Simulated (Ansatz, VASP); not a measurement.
# GaN in VASP and in Ansatz

File INCAR:

```
SYSTEM = GaN
PREC = Accurate
ENCUT = 520
EDIFF = 1E-6
ISMEAR = -1
SIGMA = 0.02
LREAL = .False.
LASPH = .True.
NELM = 100
ALGO = Normal
ISIF = 2
LWAVE = .False.
LCHARG = .True.
LELF = .True.
LVHAR = .True.
NBANDS = 46
```

File KPOINTS:

```
Automatic mesh
0
Gamma
  8 5 5
  0 0 0
```

Contents of POSCAR:

```
GaN
1.0
   -1.5758364284      2.7294287584      0.0000000000
    0.0000000000      0.0000000000      5.1380245888
    4.7275092852      2.7294287584      0.0000000000
Ga N
4 4
Direct
    0.5000000000      0.9997967160      0.1666666670
    0.0000000000      0.9997967160      0.6666666670
    0.0000000000      0.4997967160      0.3333333330
    0.5000000000      0.4997967160      0.8333333330
    0.5000000000      0.3762032840      0.1666666670
    0.0000000000      0.3762032840      0.6666666670
    0.0000000000      0.8762032840      0.3333333330
    0.5000000000      0.8762032840      0.8333333330
```

Input for Ansatz:

```yaml
crystal:
  lattice:
    - [-1.5758364284, 2.7294287584, 0.0]
    - [0.0, 0.0, 5.1380245888]
    - [4.7275092852, 2.7294287584, 0.0]
  atoms:
    - { symbol: Ga, position: [0.5, 0.999796716, 0.166666667] }
    - { symbol: Ga, position: [0.0, 0.999796716, 0.666666667] }
    - { symbol: Ga, position: [0.0, 0.499796716, 0.333333333] }
    - { symbol: Ga, position: [0.5, 0.499796716, 0.833333333] }
    - { symbol: "N", position: [0.5, 0.376203284, 0.166666667] }
    - { symbol: "N", position: [0.0, 0.376203284, 0.666666667] }
    - { symbol: "N", position: [0.0, 0.876203284, 0.333333333] }
    - { symbol: "N", position: [0.5, 0.876203284, 0.833333333] }
kpoints:
  mp_grid: { grid: [8, 5, 5] }
scf:
  occupations: { method: fermi_dirac, width: 0.02 }
hamiltonian:
  xc: lda
  pseudopotentials: { kind: paw }
output:
  forces: true
  stress: true
  eigenvalues: true
  write_density: true
  write_potential: true
  elf: true
  volumetric_format: npy
```

Alike in both runs: task single point; functional LDA; k mesh 8 × 5 × 5; occupations fermi-dirac, width 0.02 eV; no spin polarisation.

```csv
,VASP,Ansatz
version,VASP 6.6.1,Ansatz 0.2.0
potentials or method,"VASP PAW LDA potentials, release 64 (Ga_d, N)","PAW with Ansatz's default frozen-core files, scalar-relativistic"
plane-wave cutoff (eV),520,420
valence electrons in the cell,72,72
```

Ansatz gave:

* gap on the k mesh at the Fermi level (eV): 2.13
* pressure (GPa): 0.0

Which values does VASP return?

gap on the k mesh at the Fermi level (eV): 2.15; pressure (GPa): 1.3.

LDA's correlation is that of Perdew and Zunger in VASP and of Perdew and Wang (1992) in Ansatz.
